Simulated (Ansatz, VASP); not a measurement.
MoSe: VASP beside Ansatz

```xyz
2
Lattice="0.0000 2.6166 2.6166 2.6166 0.0000 2.6166 2.6166 2.6166 0.0000" Properties=species:S:1:pos:R:3 pbc="T T T"
Mo    0.0000    0.0000    0.0000
Se    2.6166    2.6166    2.6166
```

Alike in both runs: task relaxation of cell and atoms; functional PBE; k mesh 14 × 14 × 14; occupations gaussian, width 0.1 eV; collinear spin.

```csv
,VASP,Ansatz
version,VASP 6.6.1,Ansatz 0.2.0
potentials or method,"VASP PAW PBE potentials, release 64 (Mo_sv, Se), cutoff 600 eV","scalar-relativistic, plane waves, PAW"
valence electrons in the cell,20,30
```

|  | VASP | Ansatz | Ansatz less VASP |
| --- | --- | --- | --- |
| gap on the k mesh at the Fermi level, each at its own relaxed structure (eV) | none | none | - |
| net moment per atom (μB) | 0.00 | 0.00 | 0.000 |
| relaxed volume (Å³/atom) | 17.81 | 17.78 | -0.026 |
| relaxed length of the cell vector where the two differ most in proportion (Å) | 3.693 | 3.691 | -0.0018 |

A gap of «none» marks a metal or a gap that the smearing closes. VASP's potentials hold 20 valence electrons a cell and Ansatz's 30, so a difference there can come from the potentials and not from the codes. Ansatz's warnings: seeded moment not kept.
